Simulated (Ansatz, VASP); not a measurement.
**LaSb in VASP and in Ansatz**

```
CELL_PARAMETERS angstrom
0.00000 3.15605 3.15605
3.15605 0.00000 3.15605
3.15605 3.15605 0.00000
ATOMIC_POSITIONS crystal
La 0.00000 0.00000 0.00000
Sb 0.50000 0.50000 0.50000
```

Alike in both runs: task single point; functional LDA; k mesh 8 × 8 × 8; occupations fermi-dirac, width 0.1 eV; no spin polarisation.

```csv
,VASP,Ansatz
version,VASP 6.6.1,Ansatz 0.2.0
potentials or method,"VASP PAW LDA potentials, release 64 (La, Sb), cutoff 520 eV","plane waves, PAW"
valence electrons in the cell,16,26
```

|  | VASP | Ansatz | Ansatz less VASP |
| --- | --- | --- | --- |
| pressure (GPa) | 2.8 | 2.8 | -0.07 |

LDA's correlation is that of Perdew and Zunger in VASP and of Perdew and Wang (1992) in Ansatz. VASP's potentials hold 16 valence electrons a cell and Ansatz's 26, so a difference there can come from the potentials and not from the codes.

Neither program's run includes spin-orbit coupling.
